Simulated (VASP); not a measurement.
A run of VASP 6.6.1 is set up as follows.

INCAR

```
PREC = Accurate ; ENCUT = 520
EDIFF = 1E-6 ; ISMEAR = 0
SIGMA = 0.1 ; LREAL = F
LASPH = T ; NELM = 80
ALGO = Fast ; ISIF = 2
LWAVE = F ; LCHARG = T
GGA = CA ; LELF = T
LVHAR = T ; NBANDS = 11
```

File KPOINTS:

```
regular mesh
0
Gamma
  18 18 18
```

File POSCAR:

```
Pt
1.0
    0.0000000000      1.9468008762      1.9468008762
    1.9468008762      0.0000000000      1.9468008762
    1.9468008762      1.9468008762      0.0000000000
Pt
1
Direct
    0.0000000000      0.0000000000      0.0000000000
```

Potentials or basis: VASP PAW LDA potentials, release 64 (Pt).

Command:

```console
$ cat potpaw_LDA.64/Pt/POTCAR > POTCAR
$ mpirun -np 1 vasp_std > vasp.out
```

Problem. Predict the pressure.

Solution. 0.8 GPa.

Problem. Predict the band gap on the k mesh.

Solution. Zero (band 5 reaches 12.08 eV, above the bottom of band 6 at 9.77 eV).

Caveat: spin-orbit coupling is left out, which moves the levels of the heavy elements.
